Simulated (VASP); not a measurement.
Input of a VASP 6.6.1 run:

INCAR

```
ALGO = Normal
EDIFF = 1E-7
EDIFFG = -0.005
ENCUT = 500
GGA = PE
GGA_COMPAT = False
IBRION = 2
ISIF = 3
ISMEAR = -1
LASPH = True
LCHARG = False
LREAL = False
LWAVE = False
NELM = 120
NELMIN = 4
NSW = 60
PREC = Accurate
SIGMA = 0.05
```

Contents of KPOINTS:

```
k-points
0
Gamma
  14 14 14
```

File POSCAR:

```
Pt
1.0
    0.0000000000      2.6951100335      2.6951100335
    2.6951100335      0.0000000000      2.6951100335
    2.6951100335      2.6951100335      0.0000000000
Pt
2
Direct
   -0.1250000000     -0.1250000000     -0.1250000000
    0.1250000000      0.1250000000      0.1250000000
```

Potentials or basis: VASP PAW PBE potentials, release 64 (Pt).

The run is started by

```sh
$ cat potpaw_PBE.64/Pt/POTCAR > POTCAR
$ mpirun -np 1 vasp_std > vasp.out
```

(1) Estimate the relaxed cell.

(2) Estimate the relaxed volume.

Answers

(1) a = 4.080 Å, b = 4.080 Å, c = 4.080 Å, α = 60.00°, β = 60.00°, γ = 60.00°.

(2) 24.01 Å³/atom.

Caveat: the volume moved by over 15 % at a fixed basis, so the end points are rough.
